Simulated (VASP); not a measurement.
Runs of VASP 6.6.1 on W. The structure is that of space group Fm-3m (No. 225), or close to it. The cells are those of the table. This isn't the form of W at room conditions, which is bcc.

| cell | gap on the mesh (eV) | pressure (GPa) |
| --- | --- | --- |
| a = 2.641 Å, angles 60.0°, 1 atom | none | (b) |
| a = 2.986 Å, angles 60.0°, 1 atom | none | -35.0 |
| a = 2.988, b = 2.988, c = 2.871 Å, angles 61.3, 61.3, 57.4°, 1 atom | none | -28.7 |
| a = 2.756 Å, angles 60.0°, 1 atom | none | (a) |
| a = 3.101 Å, angles 60.0°, 1 atom | none | -46.6 |

Alike in all rows: task single point; level PBEsol; potentials or basis VASP PAW PBE potentials, release 64 (W_sv); no spin polarisation; k mesh 20 × 20 × 20; cutoff (eV) 520; smearing gaussian 0.15 eV.

Task: Fill in the values left out.

Result: (a) 27.5; (b) 93.7.

Caveats: the PAW data sets were made with another functional, which shifts forces and pressure a little; spin-orbit coupling is left out, which moves the levels of the heavy elements; the cell stands under tension (at least some runs); the cell stands under pressure (at least some runs).

A k mesh can miss the band edges, and the runs leave out spin-orbit coupling on W.

A gap of «none» marks levels without a gap at the run's occupations.
